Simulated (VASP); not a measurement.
The system is Mg5ZnO6.

```
Mg Zn O
1.0
     3.31120    0.00000    0.00000
     0.00000    3.31120    0.00000
     0.00000    0.00000   14.04825
Mg Zn O
5 1 6
Direct
  0.00000 0.00000 0.66667
  0.50000 0.50000 0.50000
  0.00000 0.00000 0.33333
  0.50000 0.50000 0.16667
  0.50000 0.50000 0.83333
  0.00000 0.00000 0.00000
  0.00000 0.00000 0.50000
  0.50000 0.50000 0.33333
  0.00000 0.00000 0.16667
  0.50000 0.50000 0.00000
  0.00000 0.00000 0.83333
  0.50000 0.50000 0.66667
```

| Property | Result |
| --- | --- |
| Program | VASP 6.6.1 |
| Task | relaxation of cell and atoms |
| Functional | PBE |
| Potentials or basis | VASP PAW PBE potentials, release 64 (Mg, Zn, O) |
| Cutoff | 600 eV |
| k mesh | 6 × 6 × 2 |
| Occupations | gaussian, width 0.1 eV |
| Spin | no spin polarisation |

At the start: pressure -24.2 GPa; volume 12.84 Å³/atom.

Question: How do energy, volume and symmetry change on relaxing?

Answer: Over 9 steps the energy falls by 306.0 meV/atom and the volume is 9.67 Å³/atom (-24.7 %); space group P4/mmm (No. 123, to 0.1 Å) before and after.

Step by step:
```tsv
step	energy change (eV)	largest force (eV/Å)	pressure (GPa)	volume (Å³)
1	0.0000	0.2421	-24.20	154.03
2	-3.6578	0.2490	1.99	114.73
3	-3.6663	0.2453	0.10	116.09
4	-3.6646	0.2435	-0.82	116.78
5	-3.6684	0.0729	-0.81	116.76
6	-3.6686	0.1050	-0.81	116.75
7	-3.6710	0.0513	0.36	115.88
8	-3.6711	0.0596	0.17	116.01
9	-3.6718	0.0377	0.10	116.05
```

Final structure:
```xyz
12
Lattice="3.0142 0.0000 0.0000 0.0000 3.0142 0.0000 0.0000 0.0000 12.7735" Properties=species:S:1:pos:R:3 pbc="T T T"
Mg    3.0142    0.0000    8.5076
Mg    1.5071    1.5071    6.3867
Mg    0.0000    0.0000    4.2659
Mg    1.5071    1.5071    2.1251
Mg    1.5071    1.5071   10.6484
Zn    3.0142    0.0000    0.0000
O     3.0142    0.0000    6.3867
O     1.5071    1.5071    4.2602
O     0.0000    3.0142    2.1557
O     1.5071    1.5071    0.0000
O     3.0142    0.0000   10.6178
O     1.5071    1.5071    8.5132
```

Caveat: the volume moved by over 15 % at a fixed basis, so the end points are rough.
